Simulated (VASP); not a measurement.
Crystal: CdI2.

```
Cd I
1.0
     4.29101    0.00000    0.00000
    -2.14551    3.71612    0.00000
     0.00000    0.00000    7.30358
Cd I
1 2
Direct
  0.00000 0.00000 0.00000
  0.33333 0.66667 0.23579
  0.66667 0.33333 0.76421
```

| Quantity | Value |
| --- | --- |
| Program | VASP 6.6.1 |
| Task | relaxation of cell and atoms |
| Functional | PBE |
| Dispersion | D3(BJ) |
| Potentials or basis | VASP PAW PBE potentials, release 64 (Cd, I) |
| Cutoff | 500 eV |
| k mesh | 6 × 6 × 4 |
| Occupations | fermi-dirac, width 0.02 eV |
| Spin | no spin polarisation |

At the start: pressure -0.7 GPa; volume 38.82 Å³/atom.

Problem. How do energy, volume and symmetry change on relaxing?

Solution. Over 17 steps the energy falls by 10.9 meV/atom and the volume is 35.51 Å³/atom (-8.5 %); space group P-3m1 (No. 164, to 0.1 Å) before and after.

The path:
```csv
step,energy change (eV),largest force (eV/Å),pressure (GPa),volume (Å³)
1,0.0000,0.0458,-0.66,116.46
2,-0.0062,0.1693,0.00,113.78
3,-0.0062,0.1781,0.05,113.60
4,-0.0093,0.1612,0.04,113.04
5,-0.0169,0.1095,0.04,111.39
6,-0.0238,0.0008,0.09,108.14
7,-0.0283,0.0203,-0.04,107.84
8,-0.0313,0.0791,-0.31,107.01
9,-0.0317,0.0613,-0.24,107.24
10,-0.0319,0.0351,0.27,105.59
11,-0.0326,0.0104,0.02,106.36
12,-0.0326,0.0082,0.01,106.46
13,-0.0326,0.0068,0.00,106.52
14,-0.0326,0.0066,-0.01,106.53
15,-0.0326,0.0010,0.01,106.50
16,-0.0326,0.0014,0.01,106.50
17,-0.0326,0.0007,0.01,106.53
```

Final structure:
```cif
data_structure
_symmetry_space_group_name_H-M 'P 1'
_symmetry_Int_Tables_number 1
_cell_length_a 4.2492
_cell_length_b 4.2492
_cell_length_c 6.8130
_cell_angle_alpha 90.000
_cell_angle_beta 90.000
_cell_angle_gamma 120.000
_cell_volume 106.53
loop_
_atom_site_label
_atom_site_type_symbol
_atom_site_fract_x
_atom_site_fract_y
_atom_site_fract_z
_atom_site_occupancy
Cd1 Cd 0.00000 0.00000 0.00000 1
I1 I 0.33333 0.66667 0.25398 1
I2 I 0.66667 0.33333 0.74602 1
```
